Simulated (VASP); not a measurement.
A run of VASP 6.6.1:

Contents of INCAR:

```
PREC = Accurate
ENCUT = 520
EDIFF = 1E-6
ISMEAR = 0
SIGMA = 0.05
LREAL = Auto
LASPH = T
NELM = 60
ALGO = Fast
ISIF = 2
LWAVE = F
LCHARG = T
GGA = PE
LVHAR = T
NBANDS = 231
KPAR = 2
NCORE = 2
```

KPOINTS

```
Automatic mesh
0
Gamma
  3 3 1
```

The input POSCAR:

```
PtSe2
1.0
   11.1720000000      0.0000000000      0.0000000000
   -5.5860000000      9.6752360000      0.0000000000
    0.0000000000      0.0000000000     10.1240000000
Pt Se
18 36
Direct
    0.0000000000      0.0000000000      0.0000000000
    0.0000000000      0.0000000000      0.5000000000
    0.0000000000      0.3333330000      0.0000000000
    0.0000000000      0.3333330000      0.5000000000
    0.0000000000      0.6666670000      0.0000000000
    0.0000000000      0.6666670000      0.5000000000
    0.3333330000      0.0000000000      0.0000000000
    0.3333330000      0.0000000000      0.5000000000
    0.3333330000      0.3333330000      0.0000000000
    0.3333330000      0.3333330000      0.5000000000
    0.3333330000      0.6666670000      0.0000000000
    0.3333330000      0.6666670000      0.5000000000
    0.6666670000      0.0000000000      0.0000000000
    0.6666670000      0.0000000000      0.5000000000
    0.6666670000      0.3333330000      0.0000000000
    0.6666670000      0.3333330000      0.5000000000
    0.6666670000      0.6666670000      0.0000000000
    0.6666670000      0.6666670000      0.5000000000
    0.1111110000      0.2222220000      0.1250000000
    0.1111110000      0.2222220000      0.6250000000
    0.1111110000      0.5555560000      0.1250000000
    0.1111110000      0.5555560000      0.6250000000
    0.1111110000      0.8888890000      0.1250000000
    0.1111110000      0.8888890000      0.6250000000
    0.4444440000      0.2222220000      0.1250000000
    0.4444440000      0.2222220000      0.6250000000
    0.4444440000      0.5555560000      0.1250000000
    0.4444440000      0.5555560000      0.6250000000
    0.4444440000      0.8888890000      0.1250000000
    0.4444440000      0.8888890000      0.6250000000
    0.7777780000      0.2222220000      0.1250000000
    0.7777780000      0.2222220000      0.6250000000
    0.7777780000      0.5555560000      0.1250000000
    0.7777780000      0.5555560000      0.6250000000
    0.7777780000      0.8888890000      0.1250000000
    0.7777780000      0.8888890000      0.6250000000
    0.2222220000      0.1111110000      0.3750000000
    0.2222220000      0.1111110000      0.8750000000
    0.2222220000      0.4444440000      0.3750000000
    0.2222220000      0.4444440000      0.8750000000
    0.2222220000      0.7777780000      0.3750000000
    0.2222220000      0.7777780000      0.8750000000
    0.5555560000      0.1111110000      0.3750000000
    0.5555560000      0.1111110000      0.8750000000
    0.5555560000      0.4444440000      0.3750000000
    0.5555560000      0.4444440000      0.8750000000
    0.5555560000      0.7777780000      0.3750000000
    0.5555560000      0.7777780000      0.8750000000
    0.8888890000      0.1111110000      0.3750000000
    0.8888890000      0.1111110000      0.8750000000
    0.8888890000      0.4444440000      0.3750000000
    0.8888890000      0.4444440000      0.8750000000
    0.8888890000      0.7777780000      0.3750000000
    0.8888890000      0.7777780000      0.8750000000
```

Potentials or basis: VASP PAW PBE potentials, release 64 (Pt, Se).

The run is started by

```bash
$ cat potpaw_PBE.64/Pt/POTCAR potpaw_PBE.64/Se/POTCAR > POTCAR
$ mpirun -np 4 vasp_std > vasp.out
```

Hardware: 4 MPI ranks on Oxide Virtual Turin-like Processor (shared host).

Problem. How long does it take, and how much memory?

Solution. Run time: 6.7 min on 4 MPI ranks on Oxide Virtual Turin-like Processor, on a shared host, peak memory 0.78 GiB a rank. Counts: scf iterations 17, k points 3.
